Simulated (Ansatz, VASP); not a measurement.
# AlAs4 in VASP and in Ansatz

```xyz
5
Lattice="4.8525 0.0000 0.0000 -2.4262 4.2024 0.0000 0.0000 0.0000 5.3818" Properties=species:S:1:pos:R:3 pbc="T T T"
Al    0.0000    0.0000    2.6909
As    0.0000    2.8016    0.0000
As    2.4262    1.4008    0.0000
As    0.0000    2.8016    2.6909
As    2.4262    1.4008    2.6909
```

Alike in both runs: functional PBE; k mesh 4 × 4 × 3; occupations gaussian, width 0.2 eV; no spin polarisation.

Ansatz relaxed the structure, and its values are those at the end. VASP's run is a single point on that final structure, the one shown.

```csv
,VASP,Ansatz
version,VASP 6.6.1,Ansatz 0.2.0
potentials or method,"VASP PAW PBE potentials, release 64 (Al, As), cutoff 500 eV","scalar-relativistic, plane waves, PAW"
valence electrons in the cell,23,63
```

|  | VASP | Ansatz | Ansatz less VASP |
| --- | --- | --- | --- |
| gap on the k mesh at the Fermi level (eV) | none | none | - |
| pressure (GPa) | 0.7 | 0.6 | -0.13 |

A gap of «none» marks a metal or a gap that the smearing closes. VASP's potentials hold 23 valence electrons a cell and Ansatz's 63, so a difference there can come from the potentials and not from the codes.

The k mesh is coarse, so the values compare programs but aren't converged.
